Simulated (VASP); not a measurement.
## WC: relaxation of cell and atoms with PBEsol+D3(BJ)

Crystal: WC.

```
W C
1.0
     0.00000    2.19268    2.19268
     2.19268    0.00000    2.19268
     2.19268    2.19268    0.00000
W C
1 1
Direct
  0.00000 0.00000 0.00000
  0.50000 0.50000 0.50000
```

```
Program                : VASP 6.6.1
Task                   : relaxation of cell and atoms
Functional             : PBEsol
Dispersion             : D3(BJ)
Potentials or basis    : VASP PAW PBE potentials, release 64 (W_sv, C)
Cutoff                 : 600 eV
k mesh                 : 11 × 11 × 11
Occupations            : gaussian, width 0.1 eV
Spin                   : no spin polarisation
Dipole correction      : no
Further INCAR settings : ALGO = Normal; EDIFF = 1e-06; IBRION = 2; EDIFFG = -0.005; NSW = 80; ISIF = 3
```

```json
{"Relaxed volume": "10.10 Å³/atom", "Relaxed cell": "a = 3.057 Å, b = 3.057 Å, c = 3.057 Å, α = 60.00°, β = 60.00°, γ = 60.00°", "Space group after relaxing (to 0.1 Å)": "Fm-3m (No. 225)", "Energy gained by relaxing": "22.6 meV/atom", "Ionic steps": "7", "Pressure after relaxing": "0.0 GPa", "Dispersion energy per atom": "-0.462 eV"}
```

The path:
```tsv
step	energy change (eV)	largest force (eV/Å)	pressure (GPa)	volume (Å³)
1	0.0000	0.0000	-15.83	21.08
2	0.3053	0.0000	57.93	18.06
3	-0.0451	0.0000	-0.70	20.24
4	-0.0452	0.0000	-0.15	20.21
5	-0.0452	0.0000	0.20	20.19
6	-0.0452	0.0000	-0.42	20.22
7	-0.0452	0.0000	-0.01	20.20
```

Final structure:
```
W C
1.0
     0.00000    2.16171    2.16171
     2.16171    0.00000    2.16171
     2.16171    2.16171    0.00000
W C
1 1
Direct
  0.00000 0.00000 0.00000
  0.50000 0.50000 0.50000
```

Levels at points of the mesh, in eV from the Fermi level:
```csv
k point,band 7,band 8,band 9,band 10,band 11,band 12
"(0.00, 0.00, 0.00)",-2.93,-2.93,-1.11,-1.11,-1.11,-1.01
```

Wall time 2.6 min on 1 thread of Intel Xeon 8259CL, on a shared host, peak memory 0.19 GiB.

Caveat: the highest band is partly filled, so the run has too few bands; the PAW data sets were made with another functional, which shifts forces and pressure a little; spin-orbit coupling is left out, which moves the levels of the heavy elements.
